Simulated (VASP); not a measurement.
Cr, 1 atom in the cell. It takes space group Im-3m (No. 229, cubic). Conventional cell: a = 2.830 Å, b = 2.830 Å, c = 2.830 Å, α = 90.00°, β = 90.00°, γ = 90.00°. Cr (site symmetry m-3m) has 14 Cr at 2.45 to 2.83 Å within 3.2 Å. 

| Quantity | Value |
| --- | --- |
| Program | VASP 6.6.1 |
| Task | single point |
| Functional | r2SCAN |
| Potentials or basis | VASP PAW PBE potentials, release 64 (Cr_pv) |
| Cutoff | 520 eV |
| k mesh | 15 × 15 × 15 |
| Occupations | gaussian, width 0.01 eV |
| Spin | collinear spin, ferromagnetic start |
| Starting moments | [1.5] μB |
| Dipole correction | no |
| Further INCAR settings | ALGO = Normal; EDIFF = 1e-06; NBANDS = 16 |

Potentials or basis: VASP PAW PBE potentials, release 64 (Cr_pv).

Command:

```bash
$ cat potpaw_PBE.64/Cr_pv/POTCAR > POTCAR
$ cp INCAR.step1 INCAR
$ mpirun -np 1 vasp_std > vasp.out
$ cp INCAR.step2 INCAR
$ mpirun -np 1 vasp_std > vasp.out
```

Hardware: 1 thread of AMD EPYC 9R45 96-Core Processor (Zen 5), with other jobs on the host.

Q: Estimate the wall time of this run.

A: It took 82 s on 1 thread of AMD EPYC 9R45 96-Core Processor (Zen 5) (shared host), peak memory 0.12 GiB. Counts: k points 120.
